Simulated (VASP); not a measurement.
The system is ZnS.

```
CELL_PARAMETERS angstrom
0.00000 2.70465 2.70465
2.70465 0.00000 2.70465
2.70465 2.70465 0.00000
ATOMIC_POSITIONS crystal
Zn 0.00000 0.00000 0.00000
S 0.75000 0.75000 0.75000
```

Base run:

| Quantity | Value |
| --- | --- |
| Program | VASP 6.6.1 |
| Functional | PBE |
| Dispersion | D3(BJ) |
| Potentials or basis | VASP PAW PBE potentials, release 64 (Zn, S) |
| Cutoff | 520 eV |
| k mesh | 8 × 8 × 8 |
| Occupations | gaussian, width 0.05 eV |
| Spin | no spin polarisation |

Its results: band gap on the k mesh 2.10 eV, direct; pressure -1.2 GPa.

**Question.** The run is repeated on the same cell with these changes: dispersion from D3(BJ) to none; k mesh from 8 × 8 × 8 to 12 × 12 × 12. What comes out?

**Answer.** Band gap on the k mesh 2.10 eV, direct; pressure 1.5 GPa.

Several settings changed at once, so the effect can't be laid on one alone.

A k mesh can miss the band edges.
